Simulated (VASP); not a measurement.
Write the native input for VASP 6.6.1 that does the following.

```
Task                   : relaxation of volume and atoms at fixed shape
Functional             : LDA
Potentials or basis    : VASP PAW LDA potentials, release 64 (Ta_pv, N)
Cutoff                 : 600 eV
k mesh                 : 6 × 6 × 8
Occupations            : gaussian, width 0.05 eV
Spin                   : no spin polarisation
Dipole correction      : no
Further INCAR settings : ALGO = Normal; EDIFF = 1e-07; IBRION = 2; EDIFFG = -0.01; NSW = 80; ISIF = 8
```

The structure of TaN lies in POSCAR:

```
TaN
1.0
    5.1960000000      0.0000000000      0.0000000000
   -2.5980000000      4.4998680000      0.0000000000
    0.0000000000      0.0000000000      2.9110000000
Ta N
3 3
Direct
    0.3333333333      0.6666666667      0.5000000000
    0.6666666667      0.3333333333      0.5000000000
    0.0000000000      0.0000000000      0.0000000000
    0.3928500000      0.0000000000      0.0000000000
    0.6071500000      0.6071500000      0.0000000000
    0.0000000000      0.3928500000      0.0000000000
```

One way to write it, as run:

INCAR

```
SYSTEM = TaN
PREC     = Accurate       ! precision mode
ENCUT    = 600            ! plane-wave cutoff, eV
EDIFF    = 1E-7           ! SCF threshold, eV
ISMEAR   = 0              ! smearing method
SIGMA    = 0.05           ! smearing width, eV
LREAL    = .FALSE.        ! projectors in reciprocal space
LASPH    = .TRUE.         ! aspherical terms in the spheres
NELM     = 60             ! most SCF steps
ALGO     = Normal         ! electronic algorithm
ISIF     = 8              ! what is computed and relaxed
LWAVE    = .FALSE.        ! write WAVECAR
LCHARG   = .FALSE.        ! write CHGCAR
GGA      = CA             ! functional
IBRION   = 2              ! ionic algorithm
NSW      = 80             ! ionic steps
EDIFFG   = -0.01          ! ionic threshold
```

KPOINTS

```
Automatic mesh
0
G
  6 6 8
  0 0 0
```

Potentials or basis: VASP PAW LDA potentials, release 64 (Ta_pv, N).

Run with:

```bash
$ cat potpaw_LDA.64/Ta_pv/POTCAR potpaw_LDA.64/N/POTCAR > POTCAR
$ mpirun -np 1 vasp_std > vasp.out
```

It gave:

| Quantity | Value |
| --- | --- |
| Relaxed volume | 11.06 Å³/atom |
| Relaxed cell | a = 5.152 Å, b = 5.152 Å, c = 2.886 Å, α = 90.00°, β = 90.00°, γ = 120.00° |
| Space group after relaxing (to 0.1 Å) | P-62m (No. 189) |
| Energy gained by relaxing | 7.6 meV/atom |
| Ionic steps | 9 |
| Pressure after relaxing | 0.0 GPa |
| Band gap on the k mesh | zero (bands 24 and 25 overlap by 3.17 eV) |

Caveat: spin-orbit coupling is left out, which moves the levels of the heavy elements.

Wall time 2.6 min on 1 thread of Intel(R) Xeon(R) 6975P-C (Granite Rapids), on a shared host, peak memory 0.23 GiB.
